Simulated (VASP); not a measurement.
The system is SnTe.

```
Sn Te
1.0
     5.10693    0.00000    0.00000
     2.55347    4.42273    0.00000
     2.55347    1.47424    4.16979
Sn Te
1 1
Direct
  0.00000 0.00000 0.00000
  0.75000 0.75000 0.75000
```

* Program: VASP 6.6.1
* Task: relaxation of cell and atoms
* Functional: PBEsol
* Dispersion: D3(BJ)
* Potentials or basis: VASP PAW PBE potentials, release 64 (Sn_d, Te)
* Cutoff: 500 eV
* k mesh: 4 × 4 × 4
* Occupations: fermi-dirac, width 0.05 eV
* Spin: no spin polarisation

At the start: pressure -2.6 GPa; volume 47.09 Å³/atom.

Task: How do energy, volume and symmetry change on relaxing?

Result: Over 4 steps the energy falls by 41.3 meV/atom and the volume is 42.38 Å³/atom (-10.0 %); space group F-43m (No. 216, to 0.05 Å).

Step by step:
```csv
step,energy change (eV),largest force (eV/Å),pressure (GPa),volume (Å³)
1,0.0000,0.0000,-2.60,94.18
2,-0.0823,0.0000,0.15,84.13
3,-0.0826,0.0000,0.04,84.57
4,-0.0826,0.0000,-0.01,84.76
```

Final structure:
```
CELL_PARAMETERS angstrom
4.93055 0.00000 0.00000
2.46528 4.26998 0.00000
2.46528 1.42333 4.02578
ATOMIC_POSITIONS crystal
Sn 0.00000 0.00000 0.00000
Te 0.75000 0.75000 0.75000
```

Caveat: the k points lie up to 0.39 Å⁻¹ apart in the final cell; the PAW data sets were made with another functional, which shifts forces and pressure a little; pairwise dispersion overbinds metals, which lowers pressure and volume.
